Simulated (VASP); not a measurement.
# AlNi (Pm-3m) in VASP: a series of runs

The runs below take AlNi through single point, with PBEsol.

Everything below comes from runs of VASP 6.6.1. Logs are shortened: lines on timing, memory, paths and dates and some standing lists are left out, and cuts for length are marked.

### Step 1. The cell of the first run

Symmetry: Pm-3m, No. 221, cubic system. Conventional cell: a = 2.881 Å, b = 2.881 Å, c = 2.881 Å, α = 90.00°, β = 90.00°, γ = 90.00°. Ni (site symmetry m-3m) has 8 Al at 2.50 Å and 6 Ni at 2.88 Å within 3.3 Å. Within 3.3 Å of Al (site symmetry m-3m) lie 8 Ni at 2.50 Å and 6 Al at 2.88 Å.

### Step 2. Single point, PBEsol, collinear spin, ferromagnetic start

File INCAR:

```
ALGO = Normal
EDIFF = 1E-6
ENCUT = 690
GGA = PS
GGA_COMPAT = False
ISIF = 2
ISMEAR = -1
ISPIN = 2
LASPH = True
LCHARG = True
LELF = True
LMAXMIX = 4
LORBIT = 11
LREAL = False
LVHAR = True
LWAVE = False
MAGMOM = 2 0
NBANDS = 22
NELM = 200
NUPDOWN = 2.0
PREC = Accurate
SIGMA = 0.05
```

File KPOINTS:

```
k-points
0
Gamma
  8 8 8
```

File POSCAR:

```
AlNi
1.0
    2.8810000000      0.0000000000      0.0000000000
    0.0000000000      2.8810000000      0.0000000000
    0.0000000000      0.0000000000      2.8810000000
Ni Al
1 1
Direct
    0.5000000000      0.5000000000      0.5000000000
    0.0000000000      0.0000000000      0.0000000000
```

Potentials or basis: VASP PAW PBE potentials, release 64 (Ni_sv_GW, Al).

Started as:

```console
$ cat potpaw_PBE.64/Ni_sv_GW/POTCAR potpaw_PBE.64/Al/POTCAR > POTCAR
$ mpirun -np 1 vasp_std > vasp.out
```

OUTCAR:

```text
EDIFF = 1E-6
   ENCUT = 690
   GGA = PS
   ISIF = 2
   ISMEAR = -1
   ISPIN = 2
   LASPH = True
   LORBIT = 11
   LREAL = False
   NELM = 200
   NUPDOWN = 2.0
   PREC = Accurate

 ion  position               nearest neighbor table
   1  0.500  0.500  0.500-   2 2.50   2 2.50   2 2.50   2 2.50   2 2.50   2 2.50   2 2.50   2 2.50

   2  0.000  0.000  0.000-   1 2.50   1 2.50   1 2.50   1 2.50   1 2.50   1 2.50   1 2.50   1 2.50

  LATTYP: Found a simple cubic cell.
 ALAT       =     2.8810000000

  Lattice vectors:

 A1 = (   2.8810000000,   0.0000000000,   0.0000000000)
 A2 = (   0.0000000000,   2.8810000000,   0.0000000000)
 A3 = (   0.0000000000,   0.0000000000,   2.8810000000)

Analysis of symmetry for initial positions (statically):
=====================================================================
 Subroutine PRICEL returns:
 Original cell was already a primitive cell.

 Routine SETGRP: Setting up the symmetry group for a
 simple cubic supercell.

 Subroutine GETGRP returns: Found 48 space group operations
 (whereof 48 operations were pure point group operations)
 out of a pool of 48 trial point group operations.

The static configuration has the point symmetry O_h .

Analysis of symmetry for dynamics (positions and initial velocities):
=====================================================================
 Subroutine PRICEL returns:
 Original cell was already a primitive cell.

 Routine SETGRP: Setting up the symmetry group for a
 simple cubic supercell.

 Subroutine GETGRP returns: Found 48 space group operations
 (whereof 48 operations were pure point group operations)
 out of a pool of 48 trial point group operations.

The dynamic configuration has the point symmetry O_h .

Analysis of structural, dynamic, and magnetic symmetry:
=====================================================================
 Subroutine PRICEL returns:
 Original cell was already a primitive cell.

 Routine SETGRP: Setting up the symmetry group for a
 simple cubic supercell.

 Subroutine GETGRP returns: Found 48 space group operations
 (whereof 48 operations were pure point group operations)
 out of a pool of 48 trial point group operations.

The overall configuration has the point symmetry O_h .

 Subroutine INISYM returns: Found 48 space group operations
 (whereof 48 operations are pure point group operations),
 and found     1 'primitive' translations

----------------------------------------------------------------------------------------

                                     Primitive cell

  volume of cell :      23.9128

  direct lattice vectors                    reciprocal lattice vectors
     2.881000000  0.000000000  0.000000000     0.347101701  0.000000000  0.000000000
     0.000000000  2.881000000  0.000000000     0.000000000  0.347101701  0.000000000
     0.000000000  0.000000000  2.881000000     0.000000000  0.000000000  0.347101701

  length of vectors
     2.881000000  2.881000000  2.881000000     0.347101701  0.347101701  0.347101701

  position of ions in fractional coordinates (direct lattice)
     0.500000000  0.500000000  0.500000000
     0.000000000  0.000000000  0.000000000

  ion indices of the primitive-cell ions
   primitive index   ion index
                 1           1
                 2           2

----------------------------------------------------------------------------------------

 KPOINTS: k-points

Automatic generation of k-mesh.
 Grid dimensions read from file:
 generate k-points for:    8    8    8

 Generating k-lattice:

  Cartesian coordinates                     Fractional coordinates (reciprocal lattice)
     0.043387713  0.000000000  0.000000000     0.125000000  0.000000000  0.000000000
     0.000000000  0.043387713  0.000000000     0.000000000  0.125000000  0.000000000
     0.000000000  0.000000000  0.043387713     0.000000000  0.000000000  0.125000000

  Length of vectors
     0.043387713  0.043387713  0.043387713

  Shift w.r.t. Gamma in fractional coordinates (k-lattice)
     0.000000000  0.000000000  0.000000000

 Subroutine IBZKPT returns following result:
 ===========================================

 Found     35 irreducible k-points:

 Following reciprocal coordinates:
            Coordinates               Weight
  0.000000  0.000000  0.000000      1.000000
  0.125000  0.000000  0.000000      6.000000
  0.250000  0.000000  0.000000      6.000000
  0.375000  0.000000  0.000000      6.000000
  0.500000  0.000000  0.000000      3.000000
  0.125000  0.125000  0.000000     12.000000
[... 16 lines left out ...]
  0.375000  0.375000  0.125000     24.000000
  0.500000  0.375000  0.125000     24.000000
 [... further k-points ...]
   k-points           NKPTS =     35   k-points in BZ     NKDIM =     35   number of bands    NBANDS=     22
   number of dos      NEDOS =    301   number of ions     NIONS =      2
   total plane-waves  NPLWV =  21952
   dimension x,y,z NGX =    28 NGY =   28 NGZ =   28
   dimension x,y,z NGXF=    56 NGYF=   56 NGZF=   56
   ions per type =               1   1
   NGX,Y,Z   is equivalent  to a cutoff of  16.16, 16.16, 16.16 a.u.
   NGXF,Y,Z  is equivalent  to a cutoff of  32.31, 32.31, 32.31 a.u.
 SYSTEM =  unknown system
   PREC   = accura    normal or accurate (medium, high low for compatibility)
   ISTART =      0    job   : 0-new  1-cont  2-samecut
   ICHARG =      2    charge: 1-file 2-atom 10-const
   ISPIN  =      2    spin polarized calculation?
   LNONCOLLINEAR =      F non collinear calculations
   LSORBIT =      F    spin-orbit coupling
   LASPH  =      T    aspherical Exc in radial PAW
   ENCUT  =  690.0 eV  50.71 Ry    7.12 a.u.   6.17  6.17  6.17*2*pi/ulx,y,z
   NELM   =    200;   NELMIN=  2; NELMDL= -5     # of ELM steps
   EDIFF  = 0.1E-05   stopping-criterion for ELM
   LREAL  =      F    real-space projection
[... 7 lines left out ...]
   TEBEG  =    0.0;   TEEND  =   0.0 temperature during run
   PSTRESS=    0.0 pullay stress
   NELECT =      21.0000    total number of electrons
   NUPDOWN=       2.0000    fix difference up-down
   EMIN   =  10.00;   EMAX   =-10.00  energy-range for DOS
   EFERMI =   0.00;   METHOD = LEGACY
   ISMEAR =    -1;   SIGMA  =   0.05  broadening in eV -4-tet -1-fermi 0-gaus
   EFERMI_NEDOS =   21; number of points for ismear=-14 and -15
   IALGO  =     38    algorithm
   IMIX   =      4    mixing-type and parameters
     AMIX     =   0.40;   BMIX     =  1.00
     AMIX_MAG =   1.60;   BMIX_MAG =  1.00
  volume/ion in A,a.u.               =      11.96        80.69
  Fermi-wavevector in a.u.,A,eV,Ry     =   1.567730  2.962581 33.440102  2.457778
  Thomas-Fermi vector in A             =   2.669867
   LORBIT       =     11    0 simple, 1 ext, 2 COOP (PROOUT), +10 PAW based schemes
   GGA     = PS    functional components
   LHFCALC =     F    Hartree Fock is set to
   AEXX    =    0.0000 exact exchange contribution
   IVDW    =     0    specifies the selected vdW correction
   LEPSILON=     F    determine dielectric tensor
   LRPA    =     F    only Hartree local field effects (RPA)
 spin polarized calculation
  energy-cutoff  :      690.00
  volume of cell :       23.91
 maximum number of plane-waves:      1021
 NGX is ok and might be reduce to    28
   NGX = 13   NGY = 13   NGZ = 13

 number of electron      20.9999981 magnetization       1.9999996

 Free energy of the ion-electron system (eV)
  ---------------------------------------------------
  ext. energy  EPLUGINS =         0.00000000
  ---------------------------------------------------
  free energy    TOTEN  =       -10.23048493 eV

  energy without entropy =      -10.21506386  energy(sigma->0) =      -10.22277440

 E-fermi :   7.4464     XC(G=0): -12.4746

 val. band max:       11.8444484653   @ k =   0.3750   0.2500   0.0000
 cond. band min:       7.4606722732   @ k =   0.3750   0.0000   0.0000
 fundamental gap:     -4.3837761920
 Fermi energy:        11.8956091129

 spin component 1

 k-point     1 :       0.0000    0.0000    0.0000
  band No.  band energies     occupation
      1     -95.4534      1.00000
      2     -55.9584      1.00000
      3     -55.9584      1.00000
      4     -55.9584      1.00000
      5      -2.2922      1.00000
      6       4.5896      1.00000
[... 14 lines left out ...]
     21      32.1327      0.00000
     22      32.1327      0.00000

 k-point     2 :       0.1250    0.0000    0.0000
  band No.  band energies     occupation
      1     -95.4526      1.00000
      2     -55.9613      1.00000
      3     -55.9579      1.00000
      4     -55.9579      1.00000
      5      -2.0045      1.00000
      6       4.6024      1.00000
[... 542 lines left out ...]
 k-point    24 :       0.5000    0.3750    0.1250
  band No.  band energies     occupation
      1     -95.4502      1.00000
      2     -55.9781      1.00000
      3     -55.9745      1.00000
      4     -55.9581      1.00000
      5       3.1324      1.00000
      6       4.2303      1.00000
[... 14 lines left out ...]
     21      32.9620      0.00000
     22      35.1497      0.00000

 [... further k-points ...]

 spin component 2

 k-point     1 :       0.0000    0.0000    0.0000
  band No.  band energies     occupation
      1     -94.0679      1.00000
      2     -54.6035      1.00000
      3     -54.6035      1.00000
      4     -54.6035      1.00000
      5      -1.5730      1.00000
      6       5.9962      1.00000
[... 14 lines left out ...]
     21      32.8413      0.00000
     22      32.8413      0.00000

 k-point     2 :       0.1250    0.0000    0.0000
  band No.  band energies     occupation
      1     -94.0671      1.00000
      2     -54.6064      1.00000
      3     -54.6029      1.00000
      4     -54.6029      1.00000
      5      -1.2851      1.00000
      6       5.9807      1.00000
[... 542 lines left out ...]
 k-point    24 :       0.5000    0.3750    0.1250
  band No.  band energies     occupation
      1     -94.0646      1.00000
      2     -54.6239      1.00000
      3     -54.6202      1.00000
      4     -54.6031      1.00000
      5       3.9445      1.00000
      6       5.1518      1.00000
[... 14 lines left out ...]
     21      33.6404      0.00000
     22      35.9828      0.00000

 [... further k-points ...]

------------------------ aborting loop because EDIFF is reached ----------------------------------------

  FORCE on cell =-STRESS in cart. coord.  units (eV):
  Direction    XX          YY          ZZ          XY          YZ          ZX
  --------------------------------------------------------------------------------------
  -------------------------------------------------------------------------------------
  Total        2.2396469      2.2396469      2.2396469      0.0000000      0.0000000     -0.0000000
  in kB      150.0584148    150.0584148    150.0584148      0.0000000      0.0000000     -0.0000000
  external PRESSURE =     150.0584148 kB  Pullay stress =       0.0000000 kB

 VOLUME and BASIS-vectors are now :
 -----------------------------------------------------------------------------
  energy-cutoff  :      690.00
  volume of cell :       23.91
      direct lattice vectors                 reciprocal lattice vectors
     2.881000000  0.000000000  0.000000000     0.347101701  0.000000000  0.000000000
     0.000000000  2.881000000  0.000000000     0.000000000  0.347101701  0.000000000
     0.000000000  0.000000000  2.881000000     0.000000000  0.000000000  0.347101701

 POSITION                                       TOTAL-FORCE (eV/Angst)
 -----------------------------------------------------------------------------------
      1.44050      1.44050      1.44050         0.000000      0.000000      0.000000
      0.00000      0.00000      0.00000         0.000000      0.000000      0.000000
 -----------------------------------------------------------------------------------
    total drift:                                0.000000      0.000000      0.000000

  FREE ENERGIE OF THE ION-ELECTRON SYSTEM (eV)
  ---------------------------------------------------
  free  energy   TOTEN  =       -10.2304849291 eV

  energy  without entropy=      -10.2150638629  energy(sigma->0) =      -10.22277440

 total charge

# of ion       s       p       d       f       tot
--------------------------------------------------
    1        2.270   6.347   7.757   0.002  16.376
    2        0.411   0.408   0.000   0.000   0.819
--------------------------------------------------
tot          2.681   6.755   7.757   0.002  17.195

 magnetization (x)

# of ion       s       p       d       f       tot
--------------------------------------------------
    1        0.067   0.128   1.094   0.001   1.290
    2        0.056   0.085   0.000   0.000   0.141
--------------------------------------------------
tot          0.124   0.212   1.094   0.001   1.431
```

Wall time 35 s (1 thread of Intel Xeon 6975P-C (Granite Rapids), shared host); peak memory 0.21 GiB.

Results:

* Free energy: -10.2305 eV
* Pressure: 15.0 GPa
* Net moment: 2.00 μB per cell
* Site moments: Ni +1.29; Al +0.14 μB
* Valence electrons inside the program's atomic spheres: Ni 16.38; Al 0.82

Caveat: the cell stands under pressure; the PAW data sets were made with another functional, which shifts forces and pressure a little; the total moment is fixed, so each spin has its own Fermi level and the state may be an excited one.

### Step 3. Single point, PBEsol, collinear spin, ferromagnetic start

File INCAR:

```
SYSTEM = AlNi
PREC     = Accurate       ! precision mode
ENCUT    = 690            ! plane-wave cutoff, eV
EDIFF    = 1E-6           ! SCF threshold, eV
ISMEAR   = -1             ! smearing method
SIGMA    = 0.05           ! smearing width, eV
LREAL    = .FALSE.        ! projectors in reciprocal space
LASPH    = .TRUE.         ! aspherical terms in the spheres
NELM     = 200            ! most SCF steps
ALGO     = Normal         ! electronic algorithm
ISIF     = 2              ! what is computed and relaxed
LWAVE    = .FALSE.        ! write WAVECAR
LCHARG   = .FALSE.        ! write CHGCAR
ISPIN    = 2              ! spin polarisation
MAGMOM   = 1.2 0          ! initial moments
LORBIT   = 11             ! projections on sites
NUPDOWN  = 1.2            ! fixed moment
LMAXMIX  = 4              ! l up to which the mixer works
GGA      = PS             ! functional
NBANDS   = 22             ! bands
GGA_COMPAT= .FALSE.
```

File KPOINTS:

```
Automatic mesh
0
G
  8 8 8
  0 0 0
```

POSCAR is that of step 2.

Potentials or basis: VASP PAW PBE potentials, release 64 (Ni_sv_GW, Al).

Started as:

```console
$ cat potpaw_PBE.64/Ni_sv_GW/POTCAR potpaw_PBE.64/Al/POTCAR > POTCAR
$ mpirun -np 1 vasp_std > vasp.out
```

Wall time 1.8 min (1 thread of AMD EPYC 7R43 (Zen 3), shared host); peak memory 0.17 GiB.

Results (log left out):

| Quantity | Value |
| --- | --- |
| Free energy | -11.7432 eV |
| Pressure | 1.6 GPa |
| Net moment | 1.20 μB per cell |
| Site moments | Ni +0.84; Al +0.07 μB |
| Valence electrons inside the program's atomic spheres | Ni 16.41; Al 0.80 |

Caveat: the PAW data sets were made with another functional, which shifts forces and pressure a little; the total moment is fixed, so each spin has its own Fermi level and the state may be an excited one.
